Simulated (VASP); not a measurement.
# N (P-1) in VASP: notebook

The runs below take N through single point, with LDA.

Everything below comes from runs of VASP 6.6.1. Logs are shortened: lines on timing, memory, paths and dates and some standing lists are left out, and cuts for length are marked.

**1. The cell of the first run**

The typed cell holds 8 atoms: a = 3.527 Å, b = 3.527 Å, c = 13.963 Å, α = 91.21°, β = 88.79°, γ = 60.00°.

**2. Single point, LDA (the part above a cut slid along it)**

Contents of INCAR:

```
PREC = Accurate ; ENCUT = 520
EDIFF = 1E-6 ; ISMEAR = 0
SIGMA = 0.05 ; LREAL = F
LASPH = T ; NELM = 100
ALGO = Normal ; ISIF = 2
LWAVE = F ; LCHARG = T
LELF = T ; LVHAR = T
NBANDS = 30
```

Contents of KPOINTS:

```
Automatic mesh
0
Gamma
  7 7 2
```

Contents of POSCAR:

```
N
1.0
   -3.5269202438      0.0000000000      0.0000000000
   -1.7634601219     -3.0544025283      0.0000000000
   -0.2939100203      0.5090670880     13.9505029787
N
8
Direct
    0.1841007275      0.4825659391      0.8953956348
    0.2656420108      0.4010246559      0.4061479353
    0.1971714477      0.4694952189      0.8169713135
    0.2787127310      0.3879539357      0.3277236140
    0.6397459857      0.6935873476      0.1615240855
    0.5582047025      0.7751286308      0.6507717850
    0.6528167060      0.6805166274      0.0830997643
    0.5712754227      0.7620579106      0.5723474638
```

Potentials or basis: VASP PAW LDA potentials, release 64 (N).

Launch:

```console
$ cat potpaw_LDA.64/N/POTCAR > POTCAR
$ mpirun -np 1 vasp_std > vasp.out
```

OUTCAR:

```text
PREC = Accurate
   ENCUT = 520
   EDIFF = 1E-6
   ISMEAR = 0
   LREAL = F
   LASPH = T
   NELM = 100
   ISIF = 2

 ion  position               nearest neighbor table
   1  0.184  0.483  0.895-   3 1.09
   2  0.266  0.401  0.406-   4 1.09
   3  0.197  0.469  0.817-   1 1.09
   4  0.279  0.388  0.328-   2 1.09
   5  0.640  0.694  0.162-   7 1.09
   6  0.558  0.775  0.651-   8 1.09
   7  0.653  0.681  0.083-   5 1.09
   8  0.571  0.762  0.572-   6 1.09

  LATTYP: Found a base centered monoclinic cell.
 ALAT       =     3.5269202438
 B/A-ratio  =     1.7320508076
 C/A-ratio  =     3.9589445603
 COS(beta)  =    -0.0420987625

  Lattice vectors:

 A1 = (  -1.7634601219,  -3.0544025283,   0.0000000000)
 A2 = (   3.5269202438,   0.0000000000,   0.0000000000)
 A3 = (  -0.2939100203,   0.5090670880,  13.9505029787)

Analysis of symmetry for initial positions (statically):
=====================================================================
 Subroutine PRICEL returns:
 Original cell was already a primitive cell.

 Routine SETGRP: Setting up the symmetry group for a
 base centered monoclinic supercell.

 Subroutine GETGRP returns: Found  2 space group operations
 (whereof  1 operations were pure point group operations)
 out of a pool of  4 trial point group operations.

The static configuration has the point symmetry C_1 .
 The point group associated with its full space group is S_2 .

Analysis of symmetry for dynamics (positions and initial velocities):
=====================================================================
 Subroutine PRICEL returns:
 Original cell was already a primitive cell.

 Routine SETGRP: Setting up the symmetry group for a
 base centered monoclinic supercell.

 Subroutine GETGRP returns: Found  2 space group operations
 (whereof  1 operations were pure point group operations)
 out of a pool of  4 trial point group operations.

The dynamic configuration has the point symmetry C_1 .
 The point group associated with its full space group is S_2 .

 Subroutine INISYM returns: Found  2 space group operations
 (whereof  1 operations are pure point group operations),
 and found     1 'primitive' translations

----------------------------------------------------------------------------------------

                                     Primitive cell

  volume of cell :     150.2837

  direct lattice vectors                    reciprocal lattice vectors
    -3.526920244  0.000000000  0.000000000    -0.283533488  0.163698136 -0.011947001
    -1.763460122 -3.054402528  0.000000000     0.000000000 -0.327396272  0.011947001
    -0.293910020  0.509067088 13.950502979     0.000000000  0.000000000  0.071682003

  length of vectors
     3.526920244  3.526920244 13.962881714     0.327614178  0.327614178  0.071682003

  position of ions in fractional coordinates (direct lattice)
     0.184100728  0.482565939  0.895395635
     0.265642011  0.401024656  0.406147935
     0.197171448  0.469495219  0.816971313
     0.278712731  0.387953936  0.327723614
     0.639745986  0.693587348  0.161524085
     0.558204702  0.775128631  0.650771785
     0.652816706  0.680516627  0.083099764
     0.571275423  0.762057911  0.572347464

  ion indices of the primitive-cell ions
   primitive index   ion index
                 1           1
                 2           2
                 3           3
                 4           4
                 5           5
                 6           6
                 7           7
                 8           8

----------------------------------------------------------------------------------------

 KPOINTS: Automatic mesh

Automatic generation of k-mesh.
 Grid dimensions read from file:
 generate k-points for:    7    7    2

 Generating k-lattice:

  Cartesian coordinates                     Fractional coordinates (reciprocal lattice)
    -0.040504784  0.023385448 -0.001706714     0.142857143  0.000000000  0.000000000
     0.000000000 -0.046770896  0.001706714     0.000000000  0.142857143  0.000000000
     0.000000000  0.000000000  0.035841002     0.000000000  0.000000000  0.500000000

  Length of vectors
     0.046802025  0.046802025  0.035841002

  Shift w.r.t. Gamma in fractional coordinates (k-lattice)
     0.000000000  0.000000000  0.000000000

 Subroutine IBZKPT returns following result:
 ===========================================

 Found     50 irreducible k-points:

 Following reciprocal coordinates:
            Coordinates               Weight
  0.000000  0.000000  0.000000      1.000000
  0.142857 -0.000000 -0.000000      2.000000
  0.000000  0.142857  0.000000      2.000000
  0.285714  0.000000  0.000000      2.000000
  0.000000  0.285714  0.000000      2.000000
  0.428571  0.000000 -0.000000      2.000000
[... 16 lines left out ...]
 -0.285714  0.285714  0.000000      2.000000
  0.428571  0.428571  0.000000      2.000000
 [... further k-points ...]
   k-points           NKPTS =     50   k-points in BZ     NKDIM =     50   number of bands    NBANDS=     30
   number of dos      NEDOS =    301   number of ions     NIONS =      8
   total plane-waves  NPLWV =  84672
   dimension x,y,z NGX =    28 NGY =   28 NGZ =  108
   dimension x,y,z NGXF=    56 NGYF=   56 NGZF=  216
   ions per type =               8
   NGX,Y,Z   is equivalent  to a cutoff of  13.20, 13.20, 12.86 a.u.
   NGXF,Y,Z  is equivalent  to a cutoff of  26.40, 26.40, 25.72 a.u.
 SYSTEM =  unknown system
   PREC   = accura    normal or accurate (medium, high low for compatibility)
   ISTART =      0    job   : 0-new  1-cont  2-samecut
   ICHARG =      2    charge: 1-file 2-atom 10-const
   ISPIN  =      1    spin polarized calculation?
   LNONCOLLINEAR =      F non collinear calculations
   LSORBIT =      F    spin-orbit coupling
   LASPH  =      T    aspherical Exc in radial PAW
   ENCUT  =  520.0 eV  38.22 Ry    6.18 a.u.   6.56  6.56 25.96*2*pi/ulx,y,z
   NELM   =    100;   NELMIN=  2; NELMDL= -5     # of ELM steps
   EDIFF  = 0.1E-05   stopping-criterion for ELM
   LREAL  =      F    real-space projection
   EDIFFG = 0.1E-04   stopping-criterion for IOM
   NSW    =      0    number of steps for IOM
   IBRION =     -1    ionic relax: 0-MD 1-quasi-New 2-CG
   NFREE  =      0    steps in history (QN), initial steepest desc. (CG)
   ISIF   =      2    stress and relaxation
   ISYM   =      2    0-nonsym 1-usesym 2-fastsym
   POTIM  = 0.5000    time-step for ionic-motion
   TEBEG  =    0.0;   TEEND  =   0.0 temperature during run
   PSTRESS=    0.0 pullay stress
   NELECT =      40.0000    total number of electrons
   NUPDOWN=      -1.0000    fix difference up-down
   EMIN   =  10.00;   EMAX   =-10.00  energy-range for DOS
   EFERMI =   0.00;   METHOD = LEGACY
   ISMEAR =     0;   SIGMA  =   0.05  broadening in eV -4-tet -1-fermi 0-gaus
   EFERMI_NEDOS =   21; number of points for ismear=-14 and -15
   IALGO  =     38    algorithm
   IMIX   =      4    mixing-type and parameters
     AMIX     =   0.40;   BMIX     =  1.00
     AMIX_MAG =   1.60;   BMIX_MAG =  1.00
  volume/ion in A,a.u.               =      18.79       126.77
  Fermi-wavevector in a.u.,A,eV,Ry     =   1.053071  1.990015 15.088291  1.108958
  Thomas-Fermi vector in A             =   2.188178
   LORBIT       =      0    0 simple, 1 ext, 2 COOP (PROOUT), +10 PAW based schemes
   GGA     = CA    functional components
   LHFCALC =     F    Hartree Fock is set to
   AEXX    =    0.0000 exact exchange contribution
   IVDW    =     0    specifies the selected vdW correction
   LEPSILON=     F    determine dielectric tensor
   LRPA    =     F    only Hartree local field effects (RPA)
 non-spin polarized calculation
 Gauss-broadening in eV      SIGMA  =   0.05
  energy-cutoff  :      520.00
  volume of cell :      150.28
 maximum number of plane-waves:      4101
 NGX is ok and might be reduce to    28
   NGX = 13   NGY = 13   NGZ = 51

 number of electron      40.0000003 magnetization

 Free energy of the ion-electron system (eV)
  ---------------------------------------------------
  ext. energy  EPLUGINS =         0.00000000
  ---------------------------------------------------
  free energy    TOTEN  =       -70.32245724 eV

  energy without entropy =      -70.32245724  energy(sigma->0) =      -70.32245724

 E-fermi :  -5.2722     XC(G=0):  -7.7429

 val. band max:       -5.5363551884   @ k =   0.0000   0.1429   0.0000
 cond. band min:       0.8651935289   @ k =   0.1429  -0.4286  -0.0000
 fundamental gap:      6.4015487173
 Fermi energy:        -5.2722439986

 k-point     1 :       0.0000    0.0000    0.0000
  band No.  band energies     occupation
      1     -24.4241      2.00000
      2     -24.4026      2.00000
      3     -24.3948      2.00000
      4     -24.3757      2.00000
      5     -10.1074      2.00000
      6      -9.6479      2.00000
[... 22 lines left out ...]
     29       5.0167      0.00000
     30       5.1585      0.00000

 k-point     2 :       0.1429   -0.0000   -0.0000
  band No.  band energies     occupation
      1     -24.4057      2.00000
      2     -24.3863      2.00000
      3     -24.3786      2.00000
      4     -24.3616      2.00000
      5     -10.0012      2.00000
      6      -9.5873      2.00000
[... 22 lines left out ...]
     29       5.3357      0.00000
     30       5.5086      0.00000

 k-point     3 :       0.0000    0.1429    0.0000
  band No.  band energies     occupation
      1     -24.4058      2.00000
      2     -24.3861      2.00000
      3     -24.3789      2.00000
      4     -24.3615      2.00000
      5     -10.0044      2.00000
      6      -9.5807      2.00000
[... 682 lines left out ...]
     29       6.8065      0.00000
     30       7.5163      0.00000

 k-point    24 :       0.4286    0.4286    0.0000
  band No.  band energies     occupation
      1     -24.3270      2.00000
      2     -24.3181      2.00000
      3     -24.3147      2.00000
      4     -24.3076      2.00000
      5      -9.4283      2.00000
      6      -9.2644      2.00000
[... 22 lines left out ...]
     29       6.6307      0.00000
     30       7.1855      0.00000

 [... further k-points ...]

------------------------ aborting loop because EDIFF is reached ----------------------------------------

  FORCE on cell =-STRESS in cart. coord.  units (eV):
  Direction    XX          YY          ZZ          XY          YZ          ZX
  --------------------------------------------------------------------------------------
  -------------------------------------------------------------------------------------
  Total       -0.1630019     -0.2281449      6.5470695     -0.0182884     -0.0332329      0.0739869
  in kB       -1.7377671     -2.4322579     69.7984462     -0.1949733     -0.3542971      0.7887761
  external PRESSURE =      21.8761404 kB  Pullay stress =       0.0000000 kB

 VOLUME and BASIS-vectors are now :
 -----------------------------------------------------------------------------
  energy-cutoff  :      520.00
  volume of cell :      150.28
      direct lattice vectors                 reciprocal lattice vectors
    -3.526920244  0.000000000  0.000000000    -0.283533488  0.163698136 -0.011947001
    -1.763460122 -3.054402528  0.000000000     0.000000000 -0.327396272  0.011947001
    -0.293910020  0.509067088 13.950502979     0.000000000  0.000000000  0.071682003

 POSITION                                       TOTAL-FORCE (eV/Angst)
 -----------------------------------------------------------------------------------
     -1.76346     -1.01813     12.49122        -0.051899      0.024526      1.526344
     -1.76346     -1.01813      5.66597         0.000044     -0.000112      1.531196
     -1.76346     -1.01813     11.39716         0.012579     -0.006125     -1.524278
     -1.76346     -1.01813      4.57191        -0.000250      0.000304     -1.532314
     -3.52692     -2.03627      2.25334        -0.012579      0.006125      1.524278
     -3.52692     -2.03627      9.07859         0.000250     -0.000304      1.532314
     -3.52692     -2.03627      1.15928         0.051899     -0.024526     -1.526344
     -3.52692     -2.03627      7.98453        -0.000044      0.000112     -1.531196
 -----------------------------------------------------------------------------------
    total drift:                               -0.000001      0.000003      0.000016

  FREE ENERGIE OF THE ION-ELECTRON SYSTEM (eV)
  ---------------------------------------------------
  free  energy   TOTEN  =       -70.3224572410 eV

  energy  without entropy=      -70.3224572410  energy(sigma->0) =      -70.32245724
```

Wall time 2.6 min (1 thread of Intel Xeon 6975P-C (Granite Rapids), shared host); peak memory 0.29 GiB.

Results:

```
Free energy            : -70.3225 eV
Pressure               : 2.2 GPa
Largest force          : 1.532 eV/Å
Band gap on the k mesh : 6.40 eV (least direct gap 6.53 eV)
```

Forces on the atoms (eV/Å):
```
N   -0.052  0.025  1.526
N    0.000  0.000  1.531
N    0.013 -0.006 -1.524
N    0.000  0.000 -1.532
N   -0.013  0.006  1.524
N    0.000  0.000  1.532
N    0.052 -0.025 -1.526
N    0.000  0.000 -1.531
```

Caveat: the cell differs from its parent crystal (the part above a cut slid along it); the standard files for N, O and F lose accuracy on very short bonds; the stress differs along the axes, from -0 to 7 GPa; forces of over 1 eV/Å act on the atoms, so gaps and moduli don't describe the material at rest. A k mesh can miss the band edges.

**3. Single point, LDA (the part above a cut slid along it)**

Contents of INCAR:

```
  PREC = Accurate
  ENCUT = 520
  EDIFF = 1E-6
  ISMEAR = 0
  SIGMA = 0.05
  LREAL = False
  LASPH = True
  NELM = 80
  ALGO = Normal
  ISIF = 2
  LWAVE = False
  LCHARG = True
  LELF = True
  LVHAR = True
  NBANDS = 30
```

Contents of KPOINTS:

```
regular mesh
0
Gamma
  7 7 2
```

Contents of POSCAR:

```
N
1.0
   -3.5269202438      0.0000000000      0.0000000000
   -1.7634601219     -3.0544025283      0.0000000000
   -0.7347750508      1.2726677201     13.9505029787
N
8
Direct
   -0.0397481812      0.7064148478      0.8953956348
    0.1641050270      0.5025616397      0.4061479353
   -0.0070713806      0.6737380473      0.8169713135
    0.1967818275      0.4698848392      0.3277236140
    0.5993649644      0.7339683690      0.1615240855
    0.3955117562      0.9378215771      0.6507717850
    0.6320417649      0.7012915684      0.0830997643
    0.4281885568      0.9051447766      0.5723474638
```

Potentials or basis: VASP PAW LDA potentials, release 64 (N).

Launch:

```console
$ cat potpaw_LDA.64/N/POTCAR > POTCAR
$ mpirun -np 1 vasp_std > vasp.out
```

Run time: 2.3 min. Hardware: 1 thread of Intel Xeon 6975P-C (Granite Rapids), shared host; peak memory 0.29 GiB.

The run converged. Its results:

- Free energy: -70.2832 eV
- Pressure: 2.4 GPa
- Largest force: 1.552 eV/Å
- Band gap on the k mesh: 6.37 eV (least direct gap 6.45 eV)

Forces on the atoms (eV/Å):
```
N   -0.145 -0.037  1.403
N    0.000  0.000  1.531
N    0.034  0.009 -1.552
N    0.000  0.000 -1.532
N   -0.034 -0.009  1.552
N    0.000  0.000  1.532
N    0.145  0.037 -1.403
N    0.000  0.000 -1.531
```

Stress tensor (GPa, compression positive):
```
-0.13  0.03  0.23
 0.03 -0.24  0.06
 0.23  0.06  7.46
```

Levels at points of the mesh, in eV from the valence-band top:
```csv
k point,band 18,band 19,band 20,band 21,band 22,band 23
"(0.00, 0.00, 0.00)",-0.82,-0.75,-0.01,7.90,7.93,7.98
"(0.00, 0.00, 0.50)",-1.47,-0.26,-0.19,7.89,7.92,8.01
```

Caveat: the cell differs from its parent crystal (the part above a cut slid along it); the standard files for N, O and F lose accuracy on very short bonds; the stress differs along the axes, from -0 to 7 GPa; forces of over 1 eV/Å act on the atoms, so gaps and moduli don't describe the material at rest.

**4. Single point, LDA (the part above a cut slid along it)**

Contents of INCAR:

```
PREC = Accurate
ENCUT = 520
EDIFF = 1E-6
ISMEAR = 0
SIGMA = 0.05
LREAL = False
LASPH = True
NELM = 100
ALGO = Normal
ISIF = 2
LWAVE = False
LCHARG = False
NBANDS = 30
```

Contents of KPOINTS:

```
Automatic mesh
0
Gamma
  7 7 2
```

Contents of POSCAR:

```
N
1.0
   -3.5269202438      0.0000000000      0.0000000000
   -1.7634601219     -3.0544025283      0.0000000000
   -0.4408650305      0.7636006321     13.9505029787
N
8
Direct
    0.1094844246      0.5571822420      0.8953956348
    0.2317963495      0.4348703171      0.4061479353
    0.1290905050      0.5375761617      0.8169713135
    0.2514024298      0.4152642368      0.3277236140
    0.6262856453      0.7070476880      0.1615240855
    0.5039737204      0.8293596129      0.6507717850
    0.6458917256      0.6874416077      0.0830997643
    0.5235798007      0.8097535326      0.5723474638
```

Launch:

```console
$ cat potpaw_LDA.64/N/POTCAR > POTCAR
$ mpirun -np 1 vasp_std > vasp.out
```

It took 2.4 min on 1 thread of Intel Xeon 6975P-C (Granite Rapids), shared host; peak memory 0.29 GiB.

The run converged. Its results:

```
Free energy            : -70.3099 eV
Pressure               : 2.3 GPa
Largest force          : 1.533 eV/Å
Band gap on the k mesh : 6.38 eV (least direct gap 6.48 eV)
```

Forces on the atoms (eV/Å):
```
N   -0.092  0.020  1.488
N    0.000  0.000  1.531
N    0.022 -0.005 -1.533
N    0.000  0.000 -1.532
N   -0.022  0.005  1.533
N    0.000  0.000  1.532
N    0.092 -0.020 -1.488
N    0.000  0.000 -1.531
```

Stress tensor (GPa, compression positive):
```
-0.14 -0.02  0.14
-0.02 -0.24 -0.03
 0.14 -0.03  7.13
```

Levels at points of the mesh, in eV from the valence-band top:
```
           k point  band 18  band 19  band 20  band 21  band 22  band 23
(0.00, 0.00, 0.00)    -0.84    -0.72    -0.01     7.89     7.94     8.02
(0.00, 0.00, 0.50)    -1.43    -0.28    -0.17     7.91     7.95     7.98
```

Caveat: the cell differs from its parent crystal (the part above a cut slid along it); the standard files for N, O and F lose accuracy on very short bonds; the stress differs along the axes, from -0 to 7 GPa; forces of over 1 eV/Å act on the atoms, so gaps and moduli don't describe the material at rest. A k mesh can miss the band edges.

[end of part 1 of 2]
